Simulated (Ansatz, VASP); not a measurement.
**One calculation of Pd, two programs**

```
Pd
1.0
     3.10903    0.00000    0.00000
     0.00000    3.10903    0.00000
     0.00000    0.00000    3.10903
Pd
2
Direct
  0.00000 0.00000 0.00000
  0.50000 0.50000 0.50000
```

Alike in both runs: task single point; functional r2SCAN; k mesh 11 × 11 × 11; occupations fermi-dirac, width 0.05 eV; collinear spin.

|  | VASP | Ansatz |
| --- | --- | --- |
| version | VASP 6.6.1 | Ansatz 0.2.0 |
| potentials or method | VASP PAW PBE potentials, release 64 (Pd), cutoff 520 eV | plane waves (500 eV) with PAW, scalar-relativistic |
| valence electrons in the cell | 20 | 36 |

|  | VASP | Ansatz | Ansatz less VASP |
| --- | --- | --- | --- |
| pressure (GPa) | 0.7 | 0.1 | -0.63 |
| net moment per atom (μB) | 0.00 | 0.00 | 0.000 |

VASP's potentials were made for PBE, not for r2SCAN. With one functional, cell and mesh, what is left measures potentials, basis and numerics. VASP's potentials hold 20 valence electrons a cell and Ansatz's 36, so a difference there can come from the potentials and not from the codes. Ansatz's warnings: seeded moment not kept, stability check not made.
